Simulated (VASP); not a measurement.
Sr, 2 atoms in the cell. The structure is hexagonal, space group P6_3/mmc (No. 194). The conventional cell has a = 4.243 Å, b = 4.243 Å, c = 6.949 Å, α = 90.00°, β = 90.00°, γ = 120.00°. Within 5.6 Å of Sr (site symmetry -6m2) lie 12 Sr at 4.24 to 4.25 Å. This isn't the form of Sr at room conditions, which is fcc.

* Program: VASP 6.6.1
* Task: electric field gradients
* Functional: r2SCAN
* Potentials or basis: VASP PAW PBE potentials, release 64 (Sr_sv)
* Cutoff: 520 eV
* k mesh: 11 × 11 × 6
* Occupations: fermi-dirac, width 0.05 eV
* Spin: no spin polarisation
* Dipole correction: no
* Further INCAR settings: ALGO = Normal; EDIFF = 1e-08; NBANDS = 17

Potentials or basis: VASP PAW PBE potentials, release 64 (Sr_sv).

The run is started by

```sh
$ cat potpaw_PBE.64/Sr_sv/POTCAR > POTCAR
$ cp INCAR.step1 INCAR
$ mpirun -np 1 vasp_std > vasp.out
$ cp INCAR.step2 INCAR
$ mpirun -np 1 vasp_std > vasp.out
```

Hardware: 1 thread of Oxide Virtual Turin-like Processor, on a shared host.

**Question.** Estimate the wall time of this run.

**Answer.** Wall time 9.7 min on 1 thread of Oxide Virtual Turin-like Processor, on a shared host, peak memory 0.26 GiB. Counts: k points 64.
